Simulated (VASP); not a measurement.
# Al (Fm-3m) in VASP: single point with r2SCAN

Aim: the single point of Al with r2SCAN.

All numbers are computed with VASP 6.6.1; they aren't measurements. Logs are shortened: lines on timing, memory, paths and dates and some standing lists are left out, and cuts for length are marked.

**1. The cell of the first run**

The structure is cubic, space group Fm-3m (No. 225). The conventional cell has a = 4.041 Å, b = 4.041 Å, c = 4.041 Å, α = 90.00°, β = 90.00°, γ = 90.00°. Within 3.8 Å of Al (site symmetry m-3m) lie 12 Al at 2.86 Å.

**2. Single point, r2SCAN**

POSCAR

```
Al
1.0
    0.0000000000      2.0207284191      2.0207284191
    2.0207284191      0.0000000000      2.0207284191
    2.0207284191      2.0207284191      0.0000000000
Al
1
Direct
    0.0000000000      0.0000000000      0.0000000000
```

INCAR.step1

```
SYSTEM = Al
  PREC = Accurate
  ENCUT = 550
  ISMEAR = 0
  SIGMA = 0.1
  LREAL = .FALSE.
  LASPH = .TRUE.
  NELM = 120
  NBANDS = 8
  ISYM = 0
  GGA = PE
  ALGO = Normal
  EDIFF = 1E-5
  LWAVE = .TRUE.
  LCHARG = .FALSE.
  GGA_COMPAT = .FALSE.
```

INCAR.step2

```
SYSTEM = Al
  PREC = Accurate
  ENCUT = 550
  EDIFF = 1E-6
  ISMEAR = 0
  SIGMA = 0.1
  LREAL = .FALSE.
  LASPH = .TRUE.
  NELM = 120
  ALGO = Normal
  ISIF = 2
  LWAVE = .FALSE.
  LCHARG = .FALSE.
  METAGGA = R2SCAN
  LMIXTAU = .TRUE.
  NBANDS = 8
  ISYM = 0
  ISTART = 1
  GGA_COMPAT = .FALSE.
```

KPOINTS

```
Automatic mesh
0
Gamma
  18 18 18
  0.5 0.5 0.5
```

Potentials or basis: VASP PAW PBE potentials, release 64 (Al).

Command:

```
$ cat potpaw_PBE.64/Al/POTCAR > POTCAR
$ cp INCAR.step1 INCAR
$ mpirun -np 1 vasp_std > vasp.out
$ cp INCAR.step2 INCAR
$ mpirun -np 1 vasp_std > vasp.out
```

OUTCAR:

```text
SYSTEM = Al
   PREC = Accurate
   ENCUT = 550
   EDIFF = 1E-6
   ISMEAR = 0
   LREAL = .FALSE.
   LASPH = .TRUE.
   NELM = 120
   ISIF = 2
   METAGGA = R2SCAN
   ISYM = 0
   ISTART = 1

 ion  position               nearest neighbor table
   1  0.000  0.000  0.000-

IMPORTANT INFORMATION: All symmetrisations will be switched off!
NOSYMM: (Re-)initialisation of all symmetry stuff for point group C_1.

----------------------------------------------------------------------------------------

                                     Primitive cell

  volume of cell :      16.5027

  direct lattice vectors                    reciprocal lattice vectors
     0.000000000  2.020728419  2.020728419    -0.247435526  0.247435526  0.247435526
     2.020728419  0.000000000  2.020728419     0.247435526 -0.247435526  0.247435526
     2.020728419  2.020728419  0.000000000     0.247435526  0.247435526 -0.247435526

  length of vectors
     2.857741536  2.857741536  2.857741536     0.428570903  0.428570903  0.428570903

  position of ions in fractional coordinates (direct lattice)
     0.000000000  0.000000000  0.000000000

  ion indices of the primitive-cell ions
   primitive index   ion index
                 1           1

----------------------------------------------------------------------------------------

 KPOINTS: Automatic mesh

Automatic generation of k-mesh.
 Grid dimensions read from file:
 generate k-points for:   18   18   18

 Generating k-lattice:

  Cartesian coordinates                     Fractional coordinates (reciprocal lattice)
    -0.013746418  0.013746418  0.013746418     0.055555556  0.000000000  0.000000000
     0.013746418 -0.013746418  0.013746418     0.000000000  0.055555556  0.000000000
     0.013746418  0.013746418 -0.013746418     0.000000000  0.000000000  0.055555556

  Length of vectors
     0.023809495  0.023809495  0.023809495

  Shift w.r.t. Gamma in fractional coordinates (k-lattice)
     0.500000000  0.500000000  0.500000000

 Subroutine IBZKPT returns following result:
 ===========================================

 Found  11664 irreducible k-points:

 Following reciprocal coordinates:
            Coordinates               Weight
  0.027778  0.027778  0.027778      2.000000
  0.027778  0.000000  0.000000      2.000000
  0.000000  0.000000 -0.027778      2.000000
  0.000000  0.027778  0.000000      2.000000
  0.083333  0.027778  0.027778      2.000000
  0.027778  0.083333  0.027778      2.000000
[... 16 lines left out ...]
  0.000000  0.111111 -0.027778      2.000000
  0.111111  0.000000 -0.027778      2.000000
 [... further k-points ...]
   k-points           NKPTS =  11664   k-points in BZ     NKDIM =  11664   number of bands    NBANDS=      8
   number of dos      NEDOS =    301   number of ions     NIONS =      1
   total plane-waves  NPLWV =  13824
   dimension x,y,z NGX =    24 NGY =   24 NGZ =   24
   dimension x,y,z NGXF=    48 NGYF=   48 NGZF=   48
   ions per type =               1
   NGX,Y,Z   is equivalent  to a cutoff of  13.96, 13.96, 13.96 a.u.
   NGXF,Y,Z  is equivalent  to a cutoff of  27.92, 27.92, 27.92 a.u.
 SYSTEM =  Al
   PREC   = accura    normal or accurate (medium, high low for compatibility)
   ISTART =      1    job   : 0-new  1-cont  2-samecut
   ICHARG =      0    charge: 1-file 2-atom 10-const
   ISPIN  =      1    spin polarized calculation?
   LNONCOLLINEAR =      F non collinear calculations
   LSORBIT =      F    spin-orbit coupling
   LASPH  =      T    aspherical Exc in radial PAW
   ENCUT  =  550.0 eV  40.42 Ry    6.36 a.u.   5.46  5.46  5.46*2*pi/ulx,y,z
   NELM   =    120;   NELMIN=  2; NELMDL=  0     # of ELM steps
   EDIFF  = 0.1E-05   stopping-criterion for ELM
   LREAL  =      F    real-space projection
   EDIFFG = 0.1E-04   stopping-criterion for IOM
   NSW    =      0    number of steps for IOM
   IBRION =     -1    ionic relax: 0-MD 1-quasi-New 2-CG
   NFREE  =      0    steps in history (QN), initial steepest desc. (CG)
   ISIF   =      2    stress and relaxation
   ISYM   =      0    0-nonsym 1-usesym 2-fastsym
   POTIM  = 0.5000    time-step for ionic-motion
   TEBEG  =    0.0;   TEEND  =   0.0 temperature during run
   PSTRESS=    0.0 pullay stress
   NELECT =       3.0000    total number of electrons
   NUPDOWN=      -1.0000    fix difference up-down
   EMIN   =  10.00;   EMAX   =-10.00  energy-range for DOS
   EFERMI =   0.00;   METHOD = LEGACY
   ISMEAR =     0;   SIGMA  =   0.10  broadening in eV -4-tet -1-fermi 0-gaus
   EFERMI_NEDOS =   21; number of points for ismear=-14 and -15
   IALGO  =     38    algorithm
   IMIX   =      4    mixing-type and parameters
     AMIX     =   0.40;   BMIX     =  1.00
     AMIX_MAG =   1.60;   BMIX_MAG =  1.00
  volume/ion in A,a.u.               =      16.50       111.37
  Fermi-wavevector in a.u.,A,eV,Ry     =   0.927393  1.752519 11.701805  0.860058
  Thomas-Fermi vector in A             =   2.053458
   LORBIT       =      0    0 simple, 1 ext, 2 COOP (PROOUT), +10 PAW based schemes
   METAGGA = R2SCAN    functional components
   LHFCALC =     F    Hartree Fock is set to
   AEXX    =    0.0000 exact exchange contribution
   IVDW    =     0    specifies the selected vdW correction
   LEPSILON=     F    determine dielectric tensor
   LRPA    =     F    only Hartree local field effects (RPA)
 non-spin polarized calculation
 Gauss-broadening in eV      SIGMA  =   0.10
  energy-cutoff  :      550.00
  volume of cell :       16.50
 maximum number of plane-waves:       528
 NGX is ok and might be reduce to    24
   NGX = 11   NGY = 11   NGZ = 11

 number of electron       3.0000000 magnetization

 Free energy of the ion-electron system (eV)
  ---------------------------------------------------
  ext. energy  EPLUGINS =         0.00000000
  ---------------------------------------------------
  free energy    TOTEN  =        -6.73288898 eV

  energy without entropy =       -6.73101766  energy(sigma->0) =       -6.73195332

 E-fermi :   8.0082     XC(G=0): -10.9062

 val. band max:        8.0000216949   @ k =  -0.4722   0.2222   0.2222
 cond. band min:       8.0155100030   @ k =   0.2500   0.1389  -0.2500
 fundamental gap:      0.0154883080
 Fermi energy:         8.0082159294

 k-point     1 :       0.0278    0.0278    0.0278
  band No.  band energies     occupation
      1      -3.8002      2.00000
      2      20.8175      0.00000
      3      21.2547      0.00000
      4      21.2547      0.00000
      5      23.3512      0.00000
      6      23.3512      0.00000
      7      23.4924      0.00000
      8      25.6203      0.00000

 k-point     2 :       0.0278    0.0000    0.0000
  band No.  band energies     occupation
      1      -3.8002      2.00000
      2      20.8175      0.00000
      3      21.2547      0.00000
      4      21.2547      0.00000
      5      23.3512      0.00000
      6      23.3512      0.00000
      7      23.4924      0.00000
      8      25.6203      0.00000

 k-point     3 :       0.0000    0.0000   -0.0278
  band No.  band energies     occupation
      1      -3.8002      2.00000
      2      20.8175      0.00000
      3      21.2547      0.00000
      4      21.2547      0.00000
      5      23.3512      0.00000
      6      23.3512      0.00000
      7      23.4924      0.00000
      8      25.6203      0.00000

 k-point     4 :       0.0000    0.0278    0.0000
  band No.  band energies     occupation
      1      -3.8002      2.00000
      2      20.8175      0.00000
      3      21.2547      0.00000
      4      21.2547      0.00000
      5      23.3512      0.00000
      6      23.3512      0.00000
      7      23.4924      0.00000
      8      25.6203      0.00000

 k-point     5 :       0.0833    0.0278    0.0278
  band No.  band energies     occupation
      1      -3.6812      2.00000
      2      19.3811      0.00000
      3      20.3187      0.00000
      4      21.3689      0.00000
      5      23.4318      0.00000
      6      23.9197      0.00000
      7      24.1951      0.00000
      8      26.8209      0.00000

 k-point     6 :       0.0278    0.0833    0.0278
  band No.  band energies     occupation
      1      -3.6812      2.00000
      2      19.3811      0.00000
      3      20.3187      0.00000
      4      21.3689      0.00000
      5      23.4318      0.00000
      6      23.9197      0.00000
      7      24.1951      0.00000
      8      26.8209      0.00000

 k-point     7 :       0.0278    0.0278    0.0833
  band No.  band energies     occupation
      1      -3.6812      2.00000
      2      19.3811      0.00000
      3      20.3187      0.00000
      4      21.3689      0.00000
      5      23.4318      0.00000
      6      23.9197      0.00000
      7      24.1951      0.00000
      8      26.8209      0.00000
[... 133 lines left out ...]
 k-point    20 :       0.0278    0.0000   -0.1111
  band No.  band energies     occupation
      1      -3.3843      2.00000
      2      17.0494      0.00000
      3      19.7336      0.00000
      4      21.0235      0.00000
      5      23.9156      0.00000
      6      24.2186      0.00000
      7      25.1717      0.00000
      8      26.2841      0.00000

 k-point    21 :       0.1389    0.1111    0.1111
  band No.  band energies     occupation
      1      -3.3843      2.00000
      2      17.0494      0.00000
      3      19.7336      0.00000
      4      21.0235      0.00000
      5      23.9156      0.00000
      6      24.2186      0.00000
      7      25.1717      0.00000
      8      26.2841      0.00000

 k-point    22 :       0.0278   -0.1111    0.0000
  band No.  band energies     occupation
      1      -3.3843      2.00000
      2      17.0494      0.00000
      3      19.7336      0.00000
      4      21.0235      0.00000
      5      23.9156      0.00000
      6      24.2186      0.00000
      7      25.1717      0.00000
      8      26.2841      0.00000

 k-point    23 :       0.0000    0.1111   -0.0278
  band No.  band energies     occupation
      1      -3.3843      2.00000
      2      17.0494      0.00000
      3      19.7336      0.00000
      4      21.0235      0.00000
      5      23.9156      0.00000
      6      24.2186      0.00000
      7      25.1717      0.00000
      8      26.2841      0.00000

 k-point    24 :       0.1111    0.0000   -0.0278
  band No.  band energies     occupation
      1      -3.3843      2.00000
      2      17.0494      0.00000
      3      19.7336      0.00000
      4      21.0235      0.00000
      5      23.9156      0.00000
      6      24.2186      0.00000
      7      25.1717      0.00000
      8      26.2841      0.00000

 [... further k-points ...]
[... 5 lines left out ...]
  --------------------------------------------------------------------------------------
  -------------------------------------------------------------------------------------
  Total       -0.3447591     -0.3447591     -0.3447591      0.0000042      0.0000041      0.0000042
  in kB      -33.4712874    -33.4712896    -33.4712904      0.0004041      0.0004023      0.0004035
  external PRESSURE =     -33.4712891 kB  Pullay stress =       0.0000000 kB

 VOLUME and BASIS-vectors are now :
 -----------------------------------------------------------------------------
  energy-cutoff  :      550.00
  volume of cell :       16.50
      direct lattice vectors                 reciprocal lattice vectors
     0.000000000  2.020728419  2.020728419    -0.247435526  0.247435526  0.247435526
     2.020728419  0.000000000  2.020728419     0.247435526 -0.247435526  0.247435526
     2.020728419  2.020728419  0.000000000     0.247435526  0.247435526 -0.247435526

 POSITION                                       TOTAL-FORCE (eV/Angst)
 -----------------------------------------------------------------------------------
      0.00000      0.00000      0.00000         0.000000     -0.000000     -0.000000
 -----------------------------------------------------------------------------------
    total drift:                                0.000000     -0.000000     -0.000000

  FREE ENERGIE OF THE ION-ELECTRON SYSTEM (eV)
  ---------------------------------------------------
  free  energy   TOTEN  =        -6.7328889771 eV

  energy  without entropy=       -6.7310176608  energy(sigma->0) =       -6.73195332
```

Run time: 43 min. Hardware: 1 thread of Intel Xeon Platinum 8488C (Sapphire Rapids), shared host; peak memory 1.5 GiB.

What came out:

* Free energy: -6.7329 eV
* Pressure: -3.3 GPa
* Band gap on the k mesh: zero (an odd number of electrons rules out a gap without spin polarisation)

Caveat: the cell stands under tension; the PAW data sets were made with another functional, which shifts forces and pressure a little.
